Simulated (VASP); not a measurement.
# Rb (I4/mmm) in VASP: notebook

Runs on Rb. Level: PBE. Tasks: single point.

Program: VASP 6.6.1. These are calculated values, not measurements. Logs are shortened: lines on timing, memory, paths and dates and some standing lists are left out, and cuts for length are marked.

## 1. The cell of the first run

Symmetry: I4/mmm, No. 139, tetragonal system. Conventional cell: a = 5.612 Å, b = 5.612 Å, c = 5.640 Å, α = 90.00°, β = 90.00°, γ = 90.00°.

## 2. Single point, PBE (strain +0.0050 x Voigt [1, 0, 0, 0, 0, 0])

The input, INCAR:

```
ALGO = Fast
EDIFF = 1E-6
ENCUT = 520
GGA = PE
ISIF = 2
ISMEAR = 0
LASPH = T
LCHARG = T
LELF = T
LREAL = F
LVHAR = T
LWAVE = F
NBANDS = 10
NELM = 100
PREC = Accurate
SIGMA = 0.15
```

The input, KPOINTS:

```
k-points
0
Gamma
  12 12 12
```

The input, POSCAR:

```
Rb
1.0
   -2.8200300000      2.8060000000      2.8060000000
    2.8200300000     -2.8060000000      2.8060000000
    2.8200300000      2.8060000000     -2.8060000000
Rb
1
Direct
    0.0000000000      0.0000000000      0.0000000000
```

Potentials or basis: VASP PAW PBE potentials, release 64 (Rb_sv).

On the command line:

```bash
$ cat potpaw_PBE.64/Rb_sv/POTCAR > POTCAR
$ mpirun -np 1 vasp_std > vasp.out
```

OUTCAR:

```text
EDIFF = 1E-6
   ENCUT = 520
   GGA = PE
   ISIF = 2
   ISMEAR = 0
   LASPH = T
   LREAL = F
   NELM = 100
   PREC = Accurate

 ion  position               nearest neighbor table
   1  0.000  0.000  0.000-

  LATTYP: Found a body centered tetragonal cell.
 ALAT       =     5.6120000000
 C/A-ratio  =     1.0050000000

  Lattice vectors:

 A1 = (  -2.8200300000,   2.8060000000,  -2.8060000000)
 A2 = (  -2.8200300000,  -2.8060000000,   2.8060000000)
 A3 = (   2.8200300000,   2.8060000000,   2.8060000000)

Analysis of symmetry for initial positions (statically):
=====================================================================
 Subroutine PRICEL returns:
 Original cell was already a primitive cell.

 Routine SETGRP: Setting up the symmetry group for a
 body centered tetragonal supercell.

 Subroutine GETGRP returns: Found 16 space group operations
 (whereof 16 operations were pure point group operations)
 out of a pool of 16 trial point group operations.

The static configuration has the point symmetry D_4h.

Analysis of symmetry for dynamics (positions and initial velocities):
=====================================================================
 Subroutine PRICEL returns:
 Original cell was already a primitive cell.

 Routine SETGRP: Setting up the symmetry group for a
 body centered tetragonal supercell.

 Subroutine GETGRP returns: Found 16 space group operations
 (whereof 16 operations were pure point group operations)
 out of a pool of 16 trial point group operations.

The dynamic configuration has the point symmetry D_4h.

 Subroutine INISYM returns: Found 16 space group operations
 (whereof 16 operations are pure point group operations),
 and found     1 'primitive' translations

----------------------------------------------------------------------------------------

                                     Primitive cell

  volume of cell :      88.8156

  direct lattice vectors                    reciprocal lattice vectors
    -2.820030000  2.806000000  2.806000000     0.000000000  0.178189594  0.178189594
     2.820030000 -2.806000000  2.806000000     0.177303078  0.000000000  0.178189594
     2.820030000  2.806000000 -2.806000000     0.177303078  0.178189594  0.000000000

  length of vectors
     4.868248268  4.868248268  4.868248268     0.251998140  0.251372061  0.251372061

  position of ions in fractional coordinates (direct lattice)
     0.000000000  0.000000000  0.000000000

  ion indices of the primitive-cell ions
   primitive index   ion index
                 1           1

----------------------------------------------------------------------------------------

 KPOINTS: k-points

Automatic generation of k-mesh.
 Grid dimensions read from file:
 generate k-points for:   12   12   12

 Generating k-lattice:

  Cartesian coordinates                     Fractional coordinates (reciprocal lattice)
     0.000000000  0.014849133  0.014849133     0.083333333  0.000000000  0.000000000
     0.014775257  0.000000000  0.014849133     0.000000000  0.083333333  0.000000000
     0.014775257  0.014849133  0.000000000     0.000000000  0.000000000  0.083333333

  Length of vectors
     0.020999845  0.020947672  0.020947672

  Shift w.r.t. Gamma in fractional coordinates (k-lattice)
     0.000000000  0.000000000  0.000000000

 Subroutine IBZKPT returns following result:
 ===========================================

 Found    163 irreducible k-points:

 Following reciprocal coordinates:
            Coordinates               Weight
  0.000000  0.000000  0.000000      1.000000
  0.083333  0.000000  0.000000      4.000000
  0.166667  0.000000  0.000000      4.000000
  0.250000  0.000000  0.000000      4.000000
  0.333333  0.000000  0.000000      4.000000
  0.416667  0.000000  0.000000      4.000000
[... 16 lines left out ...]
  0.166667  0.250000  0.000000     16.000000
  0.250000  0.250000  0.000000     16.000000
 [... further k-points ...]
   k-points           NKPTS =    163   k-points in BZ     NKDIM =    163   number of bands    NBANDS=     10
   number of dos      NEDOS =    301   number of ions     NIONS =      1
   total plane-waves  NPLWV =  46656
   dimension x,y,z NGX =    36 NGY =   36 NGZ =   36
   dimension x,y,z NGXF=    72 NGYF=   72 NGZF=   72
   ions per type =               1
   NGX,Y,Z   is equivalent  to a cutoff of  12.29, 12.29, 12.29 a.u.
   NGXF,Y,Z  is equivalent  to a cutoff of  24.59, 24.59, 24.59 a.u.
 SYSTEM =  unknown system
   PREC   = accura    normal or accurate (medium, high low for compatibility)
   ISTART =      0    job   : 0-new  1-cont  2-samecut
   ICHARG =      2    charge: 1-file 2-atom 10-const
   ISPIN  =      1    spin polarized calculation?
   LNONCOLLINEAR =      F non collinear calculations
   LSORBIT =      F    spin-orbit coupling
   LASPH  =      T    aspherical Exc in radial PAW
   ENCUT  =  520.0 eV  38.22 Ry    6.18 a.u.   9.05  9.05  9.05*2*pi/ulx,y,z
   NELM   =    100;   NELMIN=  2; NELMDL= -5     # of ELM steps
   EDIFF  = 0.1E-05   stopping-criterion for ELM
   LREAL  =      F    real-space projection
   EDIFFG = 0.1E-04   stopping-criterion for IOM
   NSW    =      0    number of steps for IOM
   IBRION =     -1    ionic relax: 0-MD 1-quasi-New 2-CG
   NFREE  =      0    steps in history (QN), initial steepest desc. (CG)
   ISIF   =      2    stress and relaxation
   ISYM   =      2    0-nonsym 1-usesym 2-fastsym
   POTIM  = 0.5000    time-step for ionic-motion
   TEBEG  =    0.0;   TEEND  =   0.0 temperature during run
   PSTRESS=    0.0 pullay stress
   NELECT =       9.0000    total number of electrons
   NUPDOWN=      -1.0000    fix difference up-down
   EMIN   =  10.00;   EMAX   =-10.00  energy-range for DOS
   EFERMI =   0.00;   METHOD = LEGACY
   ISMEAR =     0;   SIGMA  =   0.15  broadening in eV -4-tet -1-fermi 0-gaus
   EFERMI_NEDOS =   21; number of points for ismear=-14 and -15
   IALGO  =     68    algorithm
   IMIX   =      4    mixing-type and parameters
     AMIX     =   0.40;   BMIX     =  1.00
     AMIX_MAG =   1.60;   BMIX_MAG =  1.00
  volume/ion in A,a.u.               =      88.82       599.36
  Fermi-wavevector in a.u.,A,eV,Ry     =   0.763237  1.442308  7.925808  0.582530
  Thomas-Fermi vector in A             =   1.862874
   LORBIT       =      0    0 simple, 1 ext, 2 COOP (PROOUT), +10 PAW based schemes
   GGA     = PE    functional components
   LHFCALC =     F    Hartree Fock is set to
   AEXX    =    0.0000 exact exchange contribution
   IVDW    =     0    specifies the selected vdW correction
   LEPSILON=     F    determine dielectric tensor
   LRPA    =     F    only Hartree local field effects (RPA)
 non-spin polarized calculation
 RMM-DIIS sequential band-by-band and
 Gauss-broadening in eV      SIGMA  =   0.15
  energy-cutoff  :      520.00
  volume of cell :       88.82
 maximum number of plane-waves:      2422
   NGX = 19   NGY = 19   NGZ = 19

 number of electron       9.0000000 magnetization

 Free energy of the ion-electron system (eV)
  ---------------------------------------------------
  ext. energy  EPLUGINS =         0.00000000
  ---------------------------------------------------
  free energy    TOTEN  =        -0.94015147 eV

  energy without entropy =       -0.92891278  energy(sigma->0) =       -0.93453213

 E-fermi :   0.0626     XC(G=0):  -5.5252

 val. band max:        0.0516861004   @ k =   0.2500   0.2500   0.0000
 cond. band min:       0.0883682462   @ k =   0.1667   0.5000   0.0000
 fundamental gap:      0.0366821458
 Fermi energy:         0.0625514207

 k-point     1 :       0.0000    0.0000    0.0000
  band No.  band energies     occupation
      1     -28.8232      2.00000
      2     -12.8629      2.00000
      3     -12.8629      2.00000
      4     -12.8629      2.00000
      5      -1.9374      2.00000
      6       3.7604      0.00000
      7       3.7604      0.00000
      8       3.7859      0.00000
      9       4.7006      0.00000
     10       4.7363      0.00000

 k-point     2 :       0.0833    0.0000    0.0000
  band No.  band energies     occupation
      1     -28.8229      2.00000
      2     -12.8701      2.00000
      3     -12.8653      2.00000
      4     -12.8630      2.00000
      5      -1.8531      2.00000
      6       3.6404      0.00000
      7       3.6572      0.00000
      8       3.8381      0.00000
      9       4.5534      0.00000
     10       4.6691      0.00000

 k-point     3 :       0.1667    0.0000    0.0000
  band No.  band energies     occupation
      1     -28.8220      2.00000
      2     -12.8895      2.00000
      3     -12.8717      2.00000
      4     -12.8630      2.00000
      5      -1.6059      2.00000
      6       3.1850      0.00000
      7       3.3693      0.00000
      8       4.0687      0.00000
      9       4.4710      0.00000
     10       4.6201      0.00000

 k-point     4 :       0.2500    0.0000    0.0000
  band No.  band energies     occupation
      1     -28.8208      2.00000
      2     -12.9156      2.00000
      3     -12.8805      2.00000
      4     -12.8631      2.00000
      5      -1.2121      2.00000
      6       2.5531      0.00000
      7       3.0786      0.00000
      8       4.4445      0.00000
      9       4.5590      0.00000
     10       4.6270      0.00000

 k-point     5 :       0.3333    0.0000    0.0000
  band No.  band energies     occupation
      1     -28.8196      2.00000
      2     -12.9414      2.00000
      3     -12.8892      2.00000
      4     -12.8632      2.00000
      5      -0.7005      2.00000
      6       1.9175      0.00000
      7       2.8416      0.00000
      8       4.5943      0.00000
      9       4.7349      0.00000
     10       4.9520      0.00000

 k-point     6 :       0.4167    0.0000    0.0000
  band No.  band energies     occupation
      1     -28.8188      2.00000
      2     -12.9600      2.00000
      3     -12.8955      2.00000
      4     -12.8632      2.00000
      5      -0.1201      1.91500
      6       1.3022      0.00000
      7       2.6907      0.00000
      8       4.4711      0.00000
      9       4.9628      0.00000
     10       5.5861      0.00000
[... 183 lines left out ...]
 k-point    21 :      -0.0000    0.2500    0.0000
  band No.  band energies     occupation
      1     -28.8208      2.00000
      2     -12.9157      2.00000
      3     -12.8803      2.00000
      4     -12.8629      2.00000
      5      -1.2157      2.00000
      6       2.5400      0.00000
      7       3.1010      0.00000
      8       4.4593      0.00000
      9       4.5311      0.00000
     10       4.6429      0.00000

 k-point    22 :       0.0833    0.2500    0.0000
  band No.  band energies     occupation
      1     -28.8201      2.00000
      2     -12.9302      2.00000
      3     -12.8851      2.00000
      4     -12.8656      2.00000
      5      -0.9150      2.00000
      6       2.2230      0.00000
      7       2.8727      0.00000
      8       4.3759      0.00000
      9       4.6759      0.00000
     10       4.9618      0.00000

 k-point    23 :       0.1667    0.2500    0.0000
  band No.  band energies     occupation
      1     -28.8192      2.00000
      2     -12.9421      2.00000
      3     -12.8934      2.00000
      4     -12.8706      2.00000
      5      -0.4836      2.00000
      6       1.9354      0.00000
      7       2.5044      0.00000
      8       4.3549      0.00000
      9       4.6726      0.00000
     10       5.2557      0.00000

 k-point    24 :       0.2500    0.2500    0.0000
  band No.  band energies     occupation
      1     -28.8185      2.00000
      2     -12.9479      2.00000
      3     -12.9064      2.00000
      4     -12.8738      2.00000
      5       0.0517      1.08159
      6       1.6614      0.00000
      7       2.0897      0.00000
      8       4.3251      0.00000
      9       4.5487      0.00000
     10       5.3762      0.00000

 [... further k-points ...]

------------------------ aborting loop because EDIFF is reached ----------------------------------------

  FORCE on cell =-STRESS in cart. coord.  units (eV):
  Direction    XX          YY          ZZ          XY          YZ          ZX
  --------------------------------------------------------------------------------------
  -------------------------------------------------------------------------------------
  Total        0.0414576      0.0421757      0.0421757      0.0000000      0.0000000     -0.0000000
  in kB        0.7478690      0.7608235      0.7608235      0.0000000      0.0000000     -0.0000000
  external PRESSURE =       0.7565053 kB  Pullay stress =       0.0000000 kB

 VOLUME and BASIS-vectors are now :
 -----------------------------------------------------------------------------
  energy-cutoff  :      520.00
  volume of cell :       88.82
      direct lattice vectors                 reciprocal lattice vectors
    -2.820030000  2.806000000  2.806000000     0.000000000  0.178189594  0.178189594
     2.820030000 -2.806000000  2.806000000     0.177303078  0.000000000  0.178189594
     2.820030000  2.806000000 -2.806000000     0.177303078  0.178189594  0.000000000

 POSITION                                       TOTAL-FORCE (eV/Angst)
 -----------------------------------------------------------------------------------
      0.00000      0.00000      0.00000         0.000000     -0.000000     -0.000000
 -----------------------------------------------------------------------------------
    total drift:                               -0.000000     -0.000000      0.000000

  FREE ENERGIE OF THE ION-ELECTRON SYSTEM (eV)
  ---------------------------------------------------
  free  energy   TOTEN  =        -0.9401514713 eV

  energy  without entropy=       -0.9289127796  energy(sigma->0) =       -0.93453213
```

Wall time 4.5 min (1 thread of AMD EPYC 7R13, shared host); peak memory 0.27 GiB.

What came out:

* Free energy: -0.9402 eV
* Pressure: 0.1 GPa

Caveat: the cell differs from its parent crystal (strain +0.0050 x Voigt [1, 0, 0, 0, 0, 0]).

## 3. Single point, PBE (strain +0.0100 x Voigt [1, 0, 0, 0, 0, 0])

The input, INCAR:

```
SYSTEM = Rb
ALGO = Fast
EDIFF = 1E-7
ENCUT = 520
GGA = PE
ISIF = 2
ISMEAR = 0
LASPH = .True.
LCHARG = .False.
LREAL = .False.
LWAVE = .False.
NBANDS = 10
NELM = 60
PREC = Accurate
SIGMA = 0.15
```

The input, KPOINTS:

```
k-points
0
Gamma
  12 12 12
  0 0 0
```

The input, POSCAR:

```
Rb
1.0
   -2.8340600000      2.8060000000      2.8060000000
    2.8340600000     -2.8060000000      2.8060000000
    2.8340600000      2.8060000000     -2.8060000000
Rb
1
Direct
    0.0000000000      0.0000000000      0.0000000000
```

Potentials or basis: VASP PAW PBE potentials, release 64 (Rb_sv).

On the command line:

```bash
$ cat potpaw_PBE.64/Rb_sv/POTCAR > POTCAR
$ mpirun -np 1 vasp_std > vasp.out
```

Wall time 5.3 min (1 thread of AMD EPYC 7R13, shared host); peak memory 0.27 GiB.

It converged, with:

* Free energy: -0.9403 eV
* Pressure: 0.1 GPa

Levels at points of the mesh, in eV from the Fermi level:
```
           k point  band 1  band 2  band 3  band 4  band 5  band 6  band 7  band 8  band 9  band 10
(0.00, 0.00, 0.00)  -28.89  -12.93  -12.93  -12.93   -1.99    3.69    3.69    3.74    4.61     4.68
(0.50, 0.00, 0.00)  -28.88  -13.03  -12.96  -12.93    0.25    0.81    2.56    4.32    5.19     5.31
(0.00, 0.50, 0.00)  -28.88  -13.03  -12.96  -12.93    0.23    0.79    2.61    4.29    5.24     5.28
(0.50, 0.50, 0.50)  -28.88  -13.00  -13.00  -13.00    1.24    1.26    3.24    3.34    3.34     4.90
```

Caveat: the cell differs from its parent crystal (strain +0.0100 x Voigt [1, 0, 0, 0, 0, 0]).
